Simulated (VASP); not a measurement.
A run of VASP 6.6.1 is set up as follows.

File INCAR:

```
SYSTEM = MgB
ALGO     = Normal         ! electronic algorithm
EDIFF    = 1E-7           ! SCF threshold, eV
ENCUT    = 520            ! plane-wave cutoff, eV
GGA      = PE             ! functional
ISIF     = 2              ! what is computed and relaxed
ISMEAR   = -1             ! smearing method
LASPH    = .TRUE.         ! aspherical terms in the spheres
LCHARG   = .FALSE.        ! write CHGCAR
LREAL    = .FALSE.        ! projectors in reciprocal space
LWAVE    = .FALSE.        ! write WAVECAR
NBANDS   = 10             ! bands
NELM     = 100            ! most SCF steps
PREC     = Accurate       ! precision mode
SIGMA    = 0.05           ! smearing width, eV
```

Contents of KPOINTS:

```
k-points
0
G
  11 11 11
  0 0 0
```

POSCAR

```
MgB
1.0
    2.8930974391      0.0000000000      0.0000000000
    0.0000000000      2.8930974391      0.0000000000
    0.0000000000      0.0000000000      2.8930974391
B Mg
1 1
Direct
    0.0000000000      0.0000000000      0.0000000000
    0.5000000000      0.5000000000      0.5000000000
```

Potentials or basis: VASP PAW PBE potentials, release 64 (B, Mg).

Command:

```bash
$ cat potpaw_PBE.64/B/POTCAR potpaw_PBE.64/Mg/POTCAR > POTCAR
$ mpirun -np 1 vasp_std > vasp.out
```

(1) Estimate the pressure.

Answers

(1) -0.2 GPa.
